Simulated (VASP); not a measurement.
# B16P17 (a cell with a defect) in VASP: further runs

B16P17 (a cell with a defect) is run at these levels: PBE; tasks: relaxation of the atoms, single point.

Everything below comes from runs of VASP 6.6.1. Logs are shortened: lines on timing, memory, paths and dates and some standing lists are left out, and cuts for length are marked.

**1. The cell of the first run**

The cell holds a defect, 33 atoms: a = 7.878 Å, b = 7.878 Å, c = 7.878 Å, α = 109.47°, β = 109.47°, γ = 109.47°.

**2. Relaxation of the atoms, PBE (with an interstitial atom)**

Input file INCAR:

```
ALGO     = Normal         # electronic algorithm
EDIFF    = 1E-7           # SCF threshold, eV
EDIFFG   = -0.025         # ionic threshold
ENCUT    = 450            # plane-wave cutoff, eV
GGA      = PE             # functional
GGA_COMPAT= False        
IBRION   = 2              # ionic algorithm
ISIF     = 2              # what is computed and relaxed
ISMEAR   = 0              # smearing method
KPAR     = 2            
LASPH    = True           # aspherical terms in the spheres
LCHARG   = False          # write CHGCAR
LREAL    = Auto         
LWAVE    = False          # write WAVECAR
NCORE    = 2            
NELECT   = 132.0        
NELM     = 120            # most SCF steps
NELMIN   = 4            
NSW      = 65             # ionic steps
PREC     = Accurate       # precision mode
SIGMA    = 0.01           # smearing width, eV
```

Input file KPOINTS:

```
Automatic mesh
0
Gamma
  2 2 2
  0.5 0.5 0.5
```

Input file POSCAR:

```
B16P17
1.0
   -4.5481928018     -4.5481928018     -4.5481928018
   -4.5481928018      4.5481928018      4.5481928018
    4.5481928018      4.5481928018     -4.5481928018
B P
16 17
Direct
    0.5161601223      0.2651956081      0.2542721863
    0.2505938921      0.2547420237      0.4947801319
    0.0027062168      0.2650488614      0.7449607980
    0.5169133483      0.7549353317      0.7443536840
    0.5000644076      0.5060324885      0.0010664475
    0.2584656779      0.5161839327      0.2551637037
    0.0117846438      0.5072555453      0.5118320529
    0.7157744202      0.4646594002      0.7284676055
    0.7533532995      0.2515119252      0.9997201173
    0.4975801261     -0.0075638783      0.4875102599
    0.2611379748      0.0147853339      0.7464115885
    0.2969822180      0.7792483642     -0.0011691028
    0.9919675692      0.7500041467      0.2788596832
    0.7560275283      0.7616909505      0.5072089106
    0.0255955679      0.0526363241      0.0096072185
    0.7639084305      0.0091891781      0.2536392452
    0.5219863630      0.0127507593      0.2553437063
    0.2534452387      0.0048656260      0.4936742549
    0.0135070584      0.0204313581      0.7438718346
    0.4934236544      0.4997371447      0.7464125686
    0.5019751092      0.2552464287     -0.0025963312
    0.2621468219      0.2759178591      0.2579620936
    0.0072503118      0.2574600724      0.4997039290
    0.7392284647      0.2328007973      0.7354285130
    0.7610576127      0.0052331975      0.0009157496
    0.5072498716      0.7557439266      0.4979930443
    0.2773226296      0.7630710401      0.7438326781
    0.2511634295      0.5148853218      0.0006673916
    0.0054222090      0.4998217158      0.2624421500
    0.7633271579      0.5145019857      0.5132243198
   -0.0562417967      0.6250908665      0.0062938311
    0.7462042356      0.7553851239      0.2569253230
    0.0684806729     -0.1701892171     -0.0681359260
```

Potentials or basis: VASP PAW PBE potentials, release 64 (B, P).

The run is started by

```bash
cat potpaw_PBE.64/B/POTCAR potpaw_PBE.64/P/POTCAR > POTCAR
mpirun -np 4 vasp_std > vasp.out
```

OUTCAR:

```text
EDIFF = 1E-7
   EDIFFG = -0.025
   ENCUT = 450
   GGA = PE
   IBRION = 2
   ISIF = 2
   ISMEAR = 0
   LASPH = True
   LREAL = Auto
   NELECT = 132.0
   NELM = 120
   NELMIN = 4
   NSW = 65
   PREC = Accurate

 ion  position               nearest neighbor table
   1  0.516  0.265  0.254-  21 1.96  30 1.99  17 2.01  22 2.04
   2  0.251  0.255  0.495-  23 1.94  20 1.94  22 1.96  18 1.97
   3  0.003  0.265  0.745-  23 1.93  19 1.95  24 1.98  28 1.98
   4  0.517  0.755  0.744-  27 1.91  26 1.92  20 1.96  25 1.97
   5  0.500  0.506  0.001-  21 1.97  20 1.97  32 1.97  28 1.98
   6  0.258  0.516  0.255-  22 1.91  26 1.92  29 1.98  28 1.98
[... 10 lines left out ...]
  17  0.522  0.013  0.255-  12 1.89  16 1.92  10 1.95   1 2.01
  18  0.253  0.005  0.494-  11 1.95  13 1.95   2 1.97  10 1.97
  19  0.014  0.020  0.744-   3 1.95  11 1.96  14 1.98  15 1.99  33 2.47
  20  0.493  0.500  0.746-   8 1.90   2 1.94   4 1.96   5 1.97
  21  0.502  0.255  0.997-  11 1.92   1 1.96   5 1.97   9 1.98
  22  0.262  0.276  0.258-  15 1.87   6 1.91   2 1.96   1 2.04
  23  0.007  0.257  0.500-   7 1.93   3 1.93   2 1.94  16 1.94
  24  0.739  0.233  0.735-   8 1.91  10 1.92   3 1.98   9 2.00  31 2.59
  25  0.761  0.005  0.001-  15 1.96   9 1.96  16 1.97   4 1.97
  26  0.507  0.756  0.498-   4 1.92  10 1.92  14 1.92   6 1.92
  27  0.277  0.763  0.744-   4 1.91  12 1.92   7 1.99  11 2.02  33 2.62
  28  0.251  0.515  0.001-   3 1.98   6 1.98   5 1.98  12 2.00  31 2.84
  29  0.005  0.500  0.262-   7 1.93  13 1.97   6 1.98   9 2.01  31 2.51
  30  0.763  0.515  0.513-   7 1.98  14 1.98   8 1.98   1 1.99  33 2.85
  31  0.944  0.625  0.006-  13 1.88   8 1.91  33 1.97  29 2.51  24 2.59  28 2.84
  32  0.746  0.755  0.257-  13 1.90  14 1.93  16 1.97   5 1.97
  33  0.068  0.830  0.932-  15 1.84  12 1.91  31 1.97  19 2.47  27 2.62  30 2.85

  LATTYP: Found a body centered cubic cell.
 ALAT       =     9.0963856036

  Lattice vectors:

 A1 = (  -4.5481928018,  -4.5481928018,  -4.5481928018)
 A2 = (  -4.5481928018,   4.5481928018,   4.5481928018)
 A3 = (   4.5481928018,   4.5481928018,  -4.5481928018)

Analysis of symmetry for initial positions (statically):
=====================================================================
 Subroutine PRICEL returns:
 Original cell was already a primitive cell.

 Routine SETGRP: Setting up the symmetry group for a
 body centered cubic supercell.

 Subroutine GETGRP returns: Found  1 space group operations
 (whereof  1 operations were pure point group operations)
 out of a pool of 48 trial point group operations.

The static configuration has the point symmetry C_1 .

Analysis of symmetry for dynamics (positions and initial velocities):
=====================================================================
 Subroutine PRICEL returns:
 Original cell was already a primitive cell.

 Routine SETGRP: Setting up the symmetry group for a
 body centered cubic supercell.

 Subroutine GETGRP returns: Found  1 space group operations
 (whereof  1 operations were pure point group operations)
 out of a pool of 48 trial point group operations.

The dynamic configuration has the point symmetry C_1 .

 Subroutine INISYM returns: Found  1 space group operations
 (whereof  1 operations are pure point group operations),
 and found     1 'primitive' translations

----------------------------------------------------------------------------------------

                                     Primitive cell

  volume of cell :     376.3367

  direct lattice vectors                    reciprocal lattice vectors
    -4.548192802 -4.548192802 -4.548192802    -0.109933774  0.000000000 -0.109933774
    -4.548192802  4.548192802  4.548192802    -0.109933774  0.109933774  0.000000000
     4.548192802  4.548192802 -4.548192802     0.000000000  0.109933774 -0.109933774

  length of vectors
     7.877701015  7.877701015  7.877701015     0.155469834  0.155469834  0.155469834

  position of ions in fractional coordinates (direct lattice)
     0.516160122  0.265195608  0.254272186
     0.250593892  0.254742024  0.494780132
[... 51 lines left out ...]
     AMIX     =   0.40;   BMIX     =  1.00
     AMIX_MAG =   1.60;   BMIX_MAG =  1.00
  volume/ion in A,a.u.               =      11.40        76.96
  Fermi-wavevector in a.u.,A,eV,Ry     =   1.154535  2.181756 18.135915  1.332952
  Thomas-Fermi vector in A             =   2.291171
   LORBIT       =      0    0 simple, 1 ext, 2 COOP (PROOUT), +10 PAW based schemes
   GGA     = PE    functional components
   LHFCALC =     F    Hartree Fock is set to
   AEXX    =    0.0000 exact exchange contribution
   IVDW    =     0    specifies the selected vdW correction
   LEPSILON=     F    determine dielectric tensor
   LRPA    =     F    only Hartree local field effects (RPA)
 conjugate gradient relaxation of ions
 non-spin polarized calculation
 Gauss-broadening in eV      SIGMA  =   0.01
  energy-cutoff  :      450.00
  volume of cell :      376.34
 maximum number of plane-waves:      8192
 NGX is ok and might be reduce to    54
   NGX = 27   NGY = 27   NGZ = 27

--------------------------------------- Ionic step        1  -------------------------------------------

 number of electron     131.9999998 magnetization

 Free energy of the ion-electron system (eV)
  ---------------------------------------------------
  ext. energy  EPLUGINS =         0.00000000
  ---------------------------------------------------
  free energy    TOTEN  =      -212.79964787 eV

  energy without entropy =     -212.79950320  energy(sigma->0) =     -212.79957553

------------------------ aborting loop because EDIFF is reached ----------------------------------------

  FORCE on cell =-STRESS in cart. coord.  units (eV):
  Direction    XX          YY          ZZ          XY          YZ          ZX
  --------------------------------------------------------------------------------------
  -------------------------------------------------------------------------------------
  Total       19.2071676      5.1484752      0.3794208     -0.8212221     -0.5947247     -1.8590571
  in kB       81.7706251     21.9185900      1.6153070     -3.4961866     -2.5319200     -7.9145592
  external PRESSURE =      35.1015074 kB  Pullay stress =       0.0000000 kB
[... 182 lines left out ...]
  FREE ENERGIE OF THE ION-ELECTRON SYSTEM (eV)
  ---------------------------------------------------
  free  energy   TOTEN  =      -212.9829754413 eV

  energy  without entropy=     -212.9829724218  energy(sigma->0) =     -212.98297393

[... ionic steps 4 to 50 ...]

--------------------------------------- Ionic step       51  -------------------------------------------

 number of electron     132.0000002 magnetization

------------------------ aborting loop because EDIFF is reached ----------------------------------------
[... 129 lines left out ...]
--------------------------------------- Ionic step       53  -------------------------------------------

 number of electron     132.0000003 magnetization

 Free energy of the ion-electron system (eV)
  ---------------------------------------------------
  ext. energy  EPLUGINS =         0.00000000
  ---------------------------------------------------
  free energy    TOTEN  =      -213.10017516 eV

  energy without entropy =     -213.10017516  energy(sigma->0) =     -213.10017516

 E-fermi :   7.8623     XC(G=0): -11.0328

 val. band max:        7.8096091994   @ k =   0.2500   0.2500   0.2500
 cond. band min:       7.9868149963   @ k =   0.2500   0.2500  -0.2500
 fundamental gap:      0.1772057969
 Fermi energy:         7.8622660812

 k-point     1 :       0.2500    0.2500    0.2500
  band No.  band energies     occupation
      1      -7.4915      2.00000
      2      -6.8845      2.00000
      3      -6.7114      2.00000
      4      -6.7050      2.00000
      5      -4.8313      2.00000
      6      -4.6240      2.00000
[... 313 lines left out ...]
     77      11.3407      0.00000
     78      11.3665      0.00000
 [bands above 78 left out]

------------------------ aborting loop because EDIFF is reached ----------------------------------------

  FORCE on cell =-STRESS in cart. coord.  units (eV):
  Direction    XX          YY          ZZ          XY          YZ          ZX
  --------------------------------------------------------------------------------------
  -------------------------------------------------------------------------------------
  Total       21.0119002      1.6584763      1.8335901     -0.0027325     -0.0270983     -0.3285946
  in kB       89.4539083      7.0606269      7.8061383     -0.0116332     -0.1153654     -1.3989248
  external PRESSURE =      34.7735578 kB  Pullay stress =       0.0000000 kB
[... 48 lines left out ...]
  FREE ENERGIE OF THE ION-ELECTRON SYSTEM (eV)
  ---------------------------------------------------
  free  energy   TOTEN  =      -213.1001751572 eV

  energy  without entropy=     -213.1001751572  energy(sigma->0) =     -213.10017516

 reached required accuracy - stopping structural energy minimisation
```

Wall time 23 min (4 MPI ranks of Intel Xeon Platinum 8375C at 2.90GHz (Ice Lake), shared host); peak memory 0.31 GiB.

Results:

```yaml
Free_energy: -213.1002 eV
Energy_gained_by_relaxing: 9.1 meV/atom
Ionic_steps: 53
Largest_force_after_relaxing: 0.016 eV/Å
```

Forces in eV/Å, atoms in the order of the input:
```
B    0.001 -0.001 -0.001
B   -0.004 -0.003  0.005
B   -0.004 -0.004 -0.001
B   -0.008 -0.006 -0.003
B   -0.001 -0.004 -0.003
B   -0.007  0.007  0.008
B    0.001 -0.004  0.006
B    0.006 -0.013  0.000
B   -0.001  0.003  0.007
B    0.002  0.002  0.001
B    0.003 -0.007  0.001
B    0.005 -0.003  0.015
B    0.012  0.003 -0.006
B    0.005  0.001 -0.008
B    0.001 -0.003 -0.001
B    0.004  0.000 -0.006
P    0.003  0.004 -0.005
P    0.002  0.008  0.000
P   -0.007  0.000 -0.007
P    0.005  0.005  0.003
P    0.001 -0.001  0.002
P    0.003  0.006  0.005
P   -0.001 -0.001 -0.001
P    0.002 -0.005  0.010
P   -0.009 -0.002 -0.009
P    0.001  0.004 -0.002
P    0.004  0.005 -0.006
P   -0.004 -0.002 -0.001
P    0.000  0.001  0.002
P    0.000  0.001 -0.005
P   -0.007  0.008  0.011
P    0.005  0.005 -0.003
P   -0.013 -0.004 -0.009
```

Step by step:
```
step  energy change (eV)  largest force (eV/Å)  pressure (GPa)
   1              0.0000                1.4973            3.51
   3             -0.1833                0.7149            3.20
   5             -0.2134                0.5707            3.30
   7             -0.2422                0.2597            3.30
   9             -0.2523                0.1322            3.34
  11             -0.2574                0.1161            3.35
  13             -0.2597                0.0499            3.36
  15             -0.2603                0.0364            3.38
  17             -0.2606                0.0542            3.37
  19             -0.2609                0.0436            3.38
  21             -0.2620                0.0879            3.38
  23             -0.2688                0.3985            3.35
  25             -0.2689                0.3875            3.36
  27             -0.2690                0.3878            3.36
  29             -0.2691                0.3895            3.36
  31             -0.2695                0.3816            3.36
  33             -0.2710                0.3428            3.36
  35             -0.2761                0.2111            3.38
  37             -0.2808                0.5083            3.47
  39             -0.2843                0.2489            3.43
  41             -0.2888                0.3666            3.40
  43             -0.2932                0.1500            3.42
  45             -0.2984                0.0632            3.46
  47             -0.2997                0.0450            3.46
  49             -0.3001                0.0394            3.47
  51             -0.3003                0.0337            3.47
  53             -0.3005                0.0164            3.48
```

Final structure:
```yaml
crystal:
  lattice:
    - [-4.54819, -4.54819, -4.54819]
    - [-4.54819, 4.54819, 4.54819]
    - [4.54819, 4.54819, -4.54819]
  atoms:
    - { symbol: B, position: [0.51438, 0.26490, 0.25402] }
    - { symbol: B, position: [0.24729, 0.25167, 0.49075] }
    - { symbol: B, position: [0.00329, 0.26500, 0.74465] }
    - { symbol: B, position: [0.51538, 0.75423, 0.74432] }
    - { symbol: B, position: [0.49981, 0.50483, 0.99967] }
    - { symbol: B, position: [0.25729, 0.51629, 0.25355] }
    - { symbol: B, position: [0.01086, 0.50623, 0.51143] }
    - { symbol: B, position: [0.71033, 0.46264, 0.72088] }
    - { symbol: B, position: [0.75372, 0.25105, 0.99956] }
    - { symbol: B, position: [0.49843, 0.99353, 0.48753] }
    - { symbol: B, position: [0.26046, 0.01086, 0.74635] }
    - { symbol: B, position: [0.30426, 0.77606, 0.00111] }
    - { symbol: B, position: [0.99297, 0.74533, 0.28033] }
    - { symbol: B, position: [0.75690, 0.76127, 0.50805] }
    - { symbol: B, position: [0.02065, 0.05206, 0.00111] }
    - { symbol: B, position: [0.76734, 0.00874, 0.25369] }
    - { symbol: P, position: [0.52681, 0.01957, 0.25756] }
    - { symbol: P, position: [0.25352, 0.00401, 0.49194] }
    - { symbol: P, position: [0.00948, 0.02124, 0.74178] }
    - { symbol: P, position: [0.48791, 0.49627, 0.74220] }
    - { symbol: P, position: [0.50706, 0.25816, 0.00013] }
    - { symbol: P, position: [0.26795, 0.27562, 0.25726] }
    - { symbol: P, position: [0.00726, 0.25717, 0.49946] }
    - { symbol: P, position: [0.74203, 0.23447, 0.73748] }
    - { symbol: P, position: [0.76037, 0.00356, 0.99960] }
    - { symbol: P, position: [0.50709, 0.75571, 0.49782] }
    - { symbol: P, position: [0.27182, 0.76076, 0.74155] }
    - { symbol: P, position: [0.25170, 0.51270, 0.99974] }
    - { symbol: P, position: [0.00481, 0.49741, 0.26169] }
    - { symbol: P, position: [0.76226, 0.51296, 0.50978] }
    - { symbol: P, position: [0.92053, 0.63157, 0.00122] }
    - { symbol: P, position: [0.74625, 0.75438, 0.25664] }
    - { symbol: P, position: [0.09575, 0.84805, 0.96779] }
```

Caveat: the k points lie up to 0.49 Å⁻¹ apart; the cell carries a net charge on a neutralising background, which shifts energy and pressure; the cell differs from its parent crystal (with an interstitial atom); the cell is charged against a uniform background, so pressure and absolute levels hang on convention.

(Continued in part 2 of 2.)
